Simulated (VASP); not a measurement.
Ti:

```
Ti
1.0
     2.95000    0.00000    0.00000
    -1.47500    2.55477    0.00000
     0.00000    0.00000    4.68000
Ti
2
Direct
  0.66667 0.33333 0.75000
  0.33333 0.66667 0.25000
```

- Program: VASP 6.6.1
- Task: relaxation of cell and atoms
- Functional: revPBE
- Dispersion: D3(BJ)
- Potentials or basis: VASP PAW PBE potentials, release 64 (Ti_sv)
- Cutoff: 500 eV
- k mesh: 10 × 10 × 6
- Occupations: fermi-dirac, width 0.05 eV
- Spin: no spin polarisation

At the start: pressure -10.0 GPa; volume 17.64 Å³/atom.

How do energy, volume and symmetry change on relaxing?

Over 7 steps the energy falls by 54.5 meV/atom and the volume is 16.02 Å³/atom (-9.2 %); space group P6_3/mmc (No. 194, to 0.05 Å).

The path:
| step | energy change (eV) | largest force (eV/Å) | pressure (GPa) | volume (Å³) |
| --- | --- | --- | --- | --- |
| 1 | 0.0000 | 0.0000 | -10.03 | 35.27 |
| 2 | -0.0508 | 0.0000 | 9.29 | 29.93 |
| 3 | -0.1088 | 0.0000 | -0.08 | 32.05 |
| 4 | -0.1088 | 0.0000 | 0.16 | 31.99 |
| 5 | -0.1089 | 0.0000 | -0.10 | 32.06 |
| 6 | -0.1089 | 0.0000 | -0.10 | 32.06 |
| 7 | -0.1089 | 0.0000 | -0.01 | 32.03 |

Final structure:
```cif
data_structure
_symmetry_space_group_name_H-M 'P 1'
_symmetry_Int_Tables_number 1
_cell_length_a 2.8610
_cell_length_b 2.8610
_cell_length_c 4.5191
_cell_angle_alpha 90.000
_cell_angle_beta 90.000
_cell_angle_gamma 120.000
_cell_volume 32.03
loop_
_atom_site_label
_atom_site_type_symbol
_atom_site_fract_x
_atom_site_fract_y
_atom_site_fract_z
_atom_site_occupancy
Ti1 Ti 0.66667 0.33333 0.75000 1
Ti2 Ti 0.33333 0.66667 0.25000 1
```

Caveat: the PAW data sets were made with another functional, which shifts forces and pressure a little; pairwise dispersion overbinds metals, which lowers pressure and volume.
